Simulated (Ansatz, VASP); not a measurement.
## In in VASP and in Ansatz

```xyz
1
Lattice="-1.6297 1.6297 2.4929 1.6297 -1.6297 2.4929 1.6297 1.6297 -2.4929" Properties=species:S:1:pos:R:3 pbc="T T T"
In    0.0000    0.0000    0.0000
```

Alike in both runs: task relaxation of cell and atoms; functional PBEsol; k mesh 18 × 18 × 18; occupations gaussian, width 0.1 eV; no spin polarisation.

|  | VASP | Ansatz |
| --- | --- | --- |
| version | VASP 6.6.1 | Ansatz 0.2.0 |
| potentials or method | VASP PAW PBE potentials, release 64 (In_d), cutoff 600 eV | scalar-relativistic, plane waves, PAW |
| valence electrons in the cell | 13 | 13 |

|  | VASP | Ansatz | Ansatz less VASP |
| --- | --- | --- | --- |
| gap on the k mesh at the Fermi level, each at its own relaxed structure (eV) | none | none | - |
| relaxed volume (Å³/atom) | 25.53 | 25.50 | -0.028 |
| relaxed length of the cell vector where the two differ most in proportion (Å) | 3.370 | 3.368 | -0.0018 |

VASP's potentials were made for PBE, not for PBEsol. A gap of «none» marks a metal or a gap that the smearing closes.
